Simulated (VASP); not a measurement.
Input of a VASP 6.6.1 run:

Contents of INCAR:

```
PREC = Accurate ; ENCUT = 520
EDIFF = 1E-6 ; ISMEAR = -1
SIGMA = 0.03 ; LREAL = F
LASPH = T ; NELM = 100
ALGO = Normal ; ISIF = 2
LWAVE = F ; LCHARG = F
GGA = PE ; IBRION = 2
NSW = 50 ; EDIFFG = -0.01
```

File KPOINTS:

```
regular mesh
0
Gamma
  10 10 10
```

Contents of POSCAR:

```
BeS
1.0
    0.0000000000      2.2971254752      2.2971254752
    2.2971254752      0.0000000000      2.2971254752
    2.2971254752      2.2971254752      0.0000000000
Be S
1 1
Direct
    0.0000000000      0.0000000000      0.0000000000
    0.2500000000      0.2500000000      0.2500000000
```

Potentials or basis: VASP PAW PBE potentials, release 64 (Be, S).

Launch:

```console
$ cat potpaw_PBE.64/Be/POTCAR potpaw_PBE.64/S/POTCAR > POTCAR
$ mpirun -np 1 vasp_std > vasp.out
```

Problem. What does it give for the band gap on the k mesh?

Solution. 2.68 eV, indirect (least direct gap 5.54 eV).

Final structure:
```xyz
2
Lattice="0.0000 2.2971 2.2971 2.2971 0.0000 2.2971 2.2971 2.2971 0.0000" Properties=species:S:1:pos:R:3 pbc="T T T"
Be    0.0000    0.0000    0.0000
S     1.1486    1.1486    1.1486
```

Caveat: the relaxation stopped at its first step, so nothing moved. Expect the measured gap to be larger: semilocal functionals such as PBE lack the derivative discontinuity.
